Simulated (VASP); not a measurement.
# MgS (P6_3/mmc) in VASP: single point with PBE

Aim: the single point of MgS with PBE.

Everything below comes from runs of VASP 6.6.1. Logs are shortened: lines on timing, memory, paths and dates and some standing lists are left out, and cuts for length are marked.

**1. The cell of the first run**

The structure is hexagonal, space group P6_3/mmc (No. 194). Conventional cell: a = 3.645 Å, b = 3.645 Å, c = 6.147 Å, α = 90.00°, β = 90.00°, γ = 120.00°. Within 3.4 Å of Mg (site symmetry -3m) lie 6 S at 2.61 Å and 2 Mg at 3.07 Å. Within 3.4 Å of S (site symmetry -6m2) lie 6 Mg at 2.61 Å.

**2. Single point, PBE**

INCAR

```
ALGO = Normal
EDIFF = 1E-7
ENCUT = 520
GGA = PE
ISIF = 2
ISMEAR = 0
LASPH = True
LCHARG = True
LELF = True
LREAL = False
LVHAR = True
LWAVE = False
NBANDS = 16
NELM = 100
PREC = Accurate
SIGMA = 0.01
```

KPOINTS

```
k-points
0
Gamma
  6 6 4
```

POSCAR

```
MgS
1.0
    3.6454348056      0.0000000000      0.0000000000
   -1.8227174028      3.1570391495      0.0000000000
    0.0000000000      0.0000000000      6.1473560907
Mg S
2 2
Direct
    0.0000000000      0.0000000000      0.0000000000
    0.0000000000      0.0000000000      0.5000000000
    0.3333333333      0.6666666667      0.2500000000
    0.6666666667      0.3333333333      0.7500000000
```

Potentials or basis: VASP PAW PBE potentials, release 64 (Mg, S).

Run with:

```
> cat potpaw_PBE.64/Mg/POTCAR potpaw_PBE.64/S/POTCAR > POTCAR
> mpirun -np 1 vasp_std > vasp.out
```

OUTCAR:

```text
EDIFF = 1E-7
   ENCUT = 520
   GGA = PE
   ISIF = 2
   ISMEAR = 0
   LASPH = True
   LREAL = False
   NELM = 100
   PREC = Accurate

 ion  position               nearest neighbor table
   1  0.000  0.000  0.000-   3 2.61   4 2.61   4 2.61   3 2.61   4 2.61   3 2.61   2 3.07   2 3.07

   2  0.000  0.000  0.500-   3 2.61   4 2.61   4 2.61   3 2.61   4 2.61   3 2.61   1 3.07   1 3.07

   3  0.333  0.667  0.250-   1 2.61   2 2.61   1 2.61   2 2.61   1 2.61   2 2.61
   4  0.667  0.333  0.750-   1 2.61   2 2.61   1 2.61   2 2.61   1 2.61   2 2.61

  LATTYP: Found a hexagonal cell.
 ALAT       =     3.6454348056
 C/A-ratio  =     1.6863162883

  Lattice vectors:

 A1 = (   3.6454348056,   0.0000000000,   0.0000000000)
 A2 = (  -1.8227174028,   3.1570391495,   0.0000000000)
 A3 = (   0.0000000000,   0.0000000000,   6.1473560907)

Analysis of symmetry for initial positions (statically):
=====================================================================
 Subroutine PRICEL returns:
 Original cell was already a primitive cell.

 Routine SETGRP: Setting up the symmetry group for a
 hexagonal supercell.

 Subroutine GETGRP returns: Found 24 space group operations
 (whereof 12 operations were pure point group operations)
 out of a pool of 24 trial point group operations.

The static configuration has the point symmetry D_3d.
 The point group associated with its full space group is D_6h.

Analysis of symmetry for dynamics (positions and initial velocities):
=====================================================================
 Subroutine PRICEL returns:
 Original cell was already a primitive cell.

 Routine SETGRP: Setting up the symmetry group for a
 hexagonal supercell.

 Subroutine GETGRP returns: Found 24 space group operations
 (whereof 12 operations were pure point group operations)
 out of a pool of 24 trial point group operations.

The dynamic configuration has the point symmetry D_3d.
 The point group associated with its full space group is D_6h.

 Subroutine INISYM returns: Found 24 space group operations
 (whereof 12 operations are pure point group operations),
 and found     1 'primitive' translations

----------------------------------------------------------------------------------------

                                     Primitive cell

  volume of cell :      70.7486

  direct lattice vectors                    reciprocal lattice vectors
     3.645434806  0.000000000  0.000000000     0.274315700  0.158376243  0.000000000
    -1.822717403  3.157039150  0.000000000     0.000000000  0.316752486  0.000000000
     0.000000000  0.000000000  6.147356091     0.000000000  0.000000000  0.162671559

  length of vectors
     3.645434806  3.645434806  6.147356091     0.316752486  0.316752486  0.162671559

  position of ions in fractional coordinates (direct lattice)
     0.000000000  0.000000000  0.000000000
     0.000000000  0.000000000  0.500000000
     0.333333333  0.666666667  0.250000000
     0.666666667  0.333333333  0.750000000

  ion indices of the primitive-cell ions
   primitive index   ion index
                 1           1
                 2           2
                 3           3
                 4           4

----------------------------------------------------------------------------------------

 KPOINTS: k-points

Automatic generation of k-mesh.
 Grid dimensions read from file:
 generate k-points for:    6    6    4

 Generating k-lattice:

  Cartesian coordinates                     Fractional coordinates (reciprocal lattice)
     0.045719283  0.026396041  0.000000000     0.166666667  0.000000000  0.000000000
     0.000000000  0.052792081  0.000000000     0.000000000  0.166666667  0.000000000
     0.000000000  0.000000000  0.040667890     0.000000000  0.000000000  0.250000000

  Length of vectors
     0.052792081  0.052792081  0.040667890

  Shift w.r.t. Gamma in fractional coordinates (k-lattice)
     0.000000000  0.000000000  0.000000000

 Subroutine IBZKPT returns following result:
 ===========================================

 Found     21 irreducible k-points:

 Following reciprocal coordinates:
            Coordinates               Weight
  0.000000  0.000000  0.000000      1.000000
  0.166667  0.000000  0.000000      6.000000
  0.333333  0.000000  0.000000      6.000000
  0.500000  0.000000  0.000000      3.000000
  0.166667  0.166667  0.000000      6.000000
  0.333333  0.166667  0.000000     12.000000
[... 13 lines left out ...]
  0.333333  0.166667  0.500000     12.000000
  0.333333  0.333333  0.500000      2.000000
   k-points           NKPTS =     21   k-points in BZ     NKDIM =     21   number of bands    NBANDS=     16
   number of dos      NEDOS =    301   number of ions     NIONS =      4
   total plane-waves  NPLWV =  37632
   dimension x,y,z NGX =    28 NGY =   28 NGZ =   48
   dimension x,y,z NGXF=    56 NGYF=   56 NGZF=   96
   ions per type =               2   2
   NGX,Y,Z   is equivalent  to a cutoff of  12.77, 12.77, 12.98 a.u.
   NGXF,Y,Z  is equivalent  to a cutoff of  25.54, 25.54, 25.96 a.u.
 SYSTEM =  unknown system
   PREC   = accura    normal or accurate (medium, high low for compatibility)
   ISTART =      0    job   : 0-new  1-cont  2-samecut
   ICHARG =      2    charge: 1-file 2-atom 10-const
   ISPIN  =      1    spin polarized calculation?
   LNONCOLLINEAR =      F non collinear calculations
   LSORBIT =      F    spin-orbit coupling
   LASPH  =      T    aspherical Exc in radial PAW
   ENCUT  =  520.0 eV  38.22 Ry    6.18 a.u.   6.78  6.78 11.43*2*pi/ulx,y,z
   NELM   =    100;   NELMIN=  2; NELMDL= -5     # of ELM steps
   EDIFF  = 0.1E-06   stopping-criterion for ELM
   LREAL  =      F    real-space projection
   EDIFFG = 0.1E-05   stopping-criterion for IOM
   NSW    =      0    number of steps for IOM
   IBRION =     -1    ionic relax: 0-MD 1-quasi-New 2-CG
   NFREE  =      0    steps in history (QN), initial steepest desc. (CG)
   ISIF   =      2    stress and relaxation
   ISYM   =      2    0-nonsym 1-usesym 2-fastsym
   POTIM  = 0.5000    time-step for ionic-motion
   TEBEG  =    0.0;   TEEND  =   0.0 temperature during run
   PSTRESS=    0.0 pullay stress
   NELECT =      16.0000    total number of electrons
   NUPDOWN=      -1.0000    fix difference up-down
   EMIN   =  10.00;   EMAX   =-10.00  energy-range for DOS
   EFERMI =   0.00;   METHOD = LEGACY
   ISMEAR =     0;   SIGMA  =   0.01  broadening in eV -4-tet -1-fermi 0-gaus
   EFERMI_NEDOS =   21; number of points for ismear=-14 and -15
   IALGO  =     38    algorithm
   IMIX   =      4    mixing-type and parameters
     AMIX     =   0.40;   BMIX     =  1.00
     AMIX_MAG =   1.60;   BMIX_MAG =  1.00
  volume/ion in A,a.u.               =      17.69       119.36
  Fermi-wavevector in a.u.,A,eV,Ry     =   0.997414  1.884840 13.535556  0.994835
  Thomas-Fermi vector in A             =   2.129569
   LORBIT       =      0    0 simple, 1 ext, 2 COOP (PROOUT), +10 PAW based schemes
   GGA     = PE    functional components
   LHFCALC =     F    Hartree Fock is set to
   AEXX    =    0.0000 exact exchange contribution
   IVDW    =     0    specifies the selected vdW correction
   LEPSILON=     F    determine dielectric tensor
   LRPA    =     F    only Hartree local field effects (RPA)
 non-spin polarized calculation
 Gauss-broadening in eV      SIGMA  =   0.01
  energy-cutoff  :      520.00
  volume of cell :       70.75
 maximum number of plane-waves:      1922
 NGX is ok and might be reduce to    28
   NGX = 13   NGY = 13   NGZ = 23

 number of electron      15.9999999 magnetization

 Free energy of the ion-electron system (eV)
  ---------------------------------------------------
  ext. energy  EPLUGINS =         0.00000000
  ---------------------------------------------------
  free energy    TOTEN  =       -16.89635326 eV

  energy without entropy =      -16.89635326  energy(sigma->0) =      -16.89635326

 E-fermi :   3.8015     XC(G=0):  -9.6534

 val. band max:        3.7093573021   @ k =   0.0000   0.0000   0.0000
 cond. band min:       7.1135590773   @ k =   0.3333   0.3333   0.0000
 fundamental gap:      3.4042017752
 Fermi energy:         3.8014763740

 k-point     1 :       0.0000    0.0000    0.0000
  band No.  band energies     occupation
      1      -8.9846      2.00000
      2      -7.7823      2.00000
      3      -1.2328      2.00000
      4       3.2270      2.00000
      5       3.2270      2.00000
      6       3.4705      2.00000
[... 8 lines left out ...]
     15      12.2798      0.00000
     16      13.0432      0.00000

 k-point     2 :       0.1667    0.0000    0.0000
  band No.  band energies     occupation
      1      -8.7435      2.00000
      2      -7.6442      2.00000
      3      -0.9092      2.00000
      4       1.8920      2.00000
      5       2.4405      2.00000
      6       2.8659      2.00000
[... 8 lines left out ...]
     15      12.3827      0.00000
     16      12.5165      0.00000

 k-point     3 :       0.3333    0.0000    0.0000
  band No.  band energies     occupation
      1      -8.1367      2.00000
      2      -7.3822      2.00000
      3      -0.0275      2.00000
      4      -0.0165      2.00000
      5       0.8046      2.00000
      6       2.3397      2.00000
[... 8 lines left out ...]
     15      12.7741      0.00000
     16      14.6695      0.00000

 k-point     4 :       0.5000    0.0000    0.0000
  band No.  band energies     occupation
      1      -7.6653      2.00000
      2      -7.3443      2.00000
      3      -0.8416      2.00000
      4       0.1071      2.00000
      5       0.8560      2.00000
      6       2.0091      2.00000
[... 8 lines left out ...]
     15      12.9279      0.00000
     16      15.4669      0.00000
[... 267 lines left out ...]
 k-point    19 :       0.1667    0.1667    0.5000
  band No.  band energies     occupation
      1      -7.9167      2.00000
      2      -7.9167      2.00000
      3       0.2877      2.00000
      4       0.2877      2.00000
      5       1.8947      2.00000
      6       1.8947      2.00000
[... 8 lines left out ...]
     15      12.4123      0.00000
     16      12.4123      0.00000

 k-point    20 :       0.3333    0.1667    0.5000
  band No.  band energies     occupation
      1      -7.5090      2.00000
      2      -7.5090      2.00000
      3      -0.4479      2.00000
      4      -0.4479      2.00000
      5       1.3629      2.00000
      6       1.3629      2.00000
[... 8 lines left out ...]
     15      13.6802      0.00000
     16      13.6802      0.00000

 k-point    21 :       0.3333    0.3333    0.5000
  band No.  band energies     occupation
      1      -7.3623      2.00000
      2      -7.3623      2.00000
      3       0.0739      2.00000
      4       0.0739      2.00000
      5       0.1081      2.00000
      6       0.1081      2.00000
[... 8 lines left out ...]
     15      13.1644      0.00000
     16      13.1644      0.00000

------------------------ aborting loop because EDIFF is reached ----------------------------------------

  FORCE on cell =-STRESS in cart. coord.  units (eV):
  Direction    XX          YY          ZZ          XY          YZ          ZX
  --------------------------------------------------------------------------------------
  -------------------------------------------------------------------------------------
  Total        0.4326142      0.4326142      0.4001165      0.0000000      0.0000000      0.0000000
  in kB        9.7970131      9.7970131      9.0610681      0.0000000      0.0000000      0.0000000
  external PRESSURE =       9.5516981 kB  Pullay stress =       0.0000000 kB

 VOLUME and BASIS-vectors are now :
 -----------------------------------------------------------------------------
  energy-cutoff  :      520.00
  volume of cell :       70.75
      direct lattice vectors                 reciprocal lattice vectors
     3.645434806  0.000000000  0.000000000     0.274315700  0.158376243  0.000000000
    -1.822717403  3.157039150  0.000000000     0.000000000  0.316752486  0.000000000
     0.000000000  0.000000000  6.147356091     0.000000000  0.000000000  0.162671559

 POSITION                                       TOTAL-FORCE (eV/Angst)
 -----------------------------------------------------------------------------------
      0.00000      0.00000      0.00000         0.000000      0.000000     -0.000000
      0.00000      0.00000      3.07368         0.000000      0.000000     -0.000000
     -0.00000      2.10469      1.53684        -0.000000      0.000000     -0.000000
      1.82272      1.05235      4.61052        -0.000000     -0.000000      0.000000
 -----------------------------------------------------------------------------------
    total drift:                                0.000000     -0.000000     -0.000000

  FREE ENERGIE OF THE ION-ELECTRON SYSTEM (eV)
  ---------------------------------------------------
  free  energy   TOTEN  =       -16.8963532646 eV

  energy  without entropy=      -16.8963532646  energy(sigma->0) =      -16.89635326
```

It took 11 s on 1 thread of Intel Xeon 6975P-C (Granite Rapids), shared host; peak memory 0.19 GiB.

What came out:

```
Free energy            : -16.8964 eV
Pressure               : 1.0 GPa
Band gap on the k mesh : 3.40 eV, indirect (least direct gap 3.53 eV)
```

Levels at points of the mesh, in eV from the valence-band top:
```csv
k point,band 6,band 7,band 8,band 9,band 10,band 11
"(0.00, 0.00, 0.00)",-0.24,0.00,0.00,3.53,4.65,6.81
"(0.50, 0.00, 0.00)",-1.70,-1.58,-0.61,4.05,4.40,4.93
"(0.00, 0.00, 0.50)",-0.25,-0.25,-0.25,4.81,4.81,7.57
"(0.50, 0.00, 0.50)",-1.51,-1.15,-1.15,4.00,4.00,5.30
```

A k mesh can miss the band edges. Expect the measured gap to be larger: semilocal functionals such as PBE lack the derivative discontinuity.
